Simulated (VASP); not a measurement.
WS2:

```xyz
6
Lattice="3.1800 0.0000 0.0000 -1.5900 2.7540 0.0000 0.0000 0.0000 12.5000" Properties=species:S:1:pos:R:3 pbc="T T T"
W     0.0000    1.8360    3.1250
W     1.5900    0.9180    9.3750
S     0.0000    1.8360    7.8125
S     1.5900    0.9180    1.5625
S     0.0000    1.8360   10.9375
S     1.5900    0.9180    4.6875
```

| Quantity | Value |
| --- | --- |
| Program | VASP 6.6.1 |
| Task | relaxation of cell and atoms |
| Functional | PBE |
| Dispersion | D3(BJ) |
| Potentials or basis | VASP PAW PBE potentials, release 64 (W_sv, S) |
| Cutoff | 600 eV |
| k mesh | 12 × 12 × 3 |
| Occupations | gaussian, width 0.01 eV |
| Spin | no spin polarisation |

At the start: pressure -1.5 GPa; volume 18.24 Å³/atom.

**Question.** How do energy, volume and symmetry change on relaxing?

**Answer.** Over 14 steps the energy falls by 5.5 meV/atom and the volume is 17.43 Å³/atom (-4.4 %); space group P6_3/mmc (No. 194, to 0.1 Å) before and after.

The path:
```
step  energy change (eV)  largest force (eV/Å)  pressure (GPa)  volume (Å³)
   1              0.0000                0.1376           -1.52       109.47
   2             -0.0075                0.3287            1.82       106.74
   3             -0.0119                0.2556            0.51       107.76
   4             -0.0146                0.0716           -0.68       107.53
   5             -0.0164                0.0531           -0.22       107.62
   6             -0.0201                0.0478           -0.21       107.24
   7             -0.0288                0.0341           -0.15       106.08
   8             -0.0309                0.0028            0.17       103.77
   9             -0.0329                0.0242            0.02       104.82
  10             -0.0329                0.0218            0.03       104.68
  11             -0.0325                0.0731           -0.38       104.65
  12             -0.0330                0.0017           -0.07       104.67
  13             -0.0329                0.0058            0.17       104.47
  14             -0.0330                0.0009            0.01       104.60
```

Final structure:
```yaml
crystal:
  lattice:
    - [3.15415, 0.00000, 0.00000]
    - [-1.57708, 2.73158, 0.00000]
    - [0.00000, 0.00000, 12.14097]
  atoms:
    - { symbol: W, position: [0.33333, 0.66667, 0.25000] }
    - { symbol: W, position: [0.66667, 0.33333, 0.75000] }
    - { symbol: S, position: [0.33333, 0.66667, 0.62030] }
    - { symbol: S, position: [0.66667, 0.33333, 0.12030] }
    - { symbol: S, position: [0.33333, 0.66667, 0.87970] }
    - { symbol: S, position: [0.66667, 0.33333, 0.37970] }
```
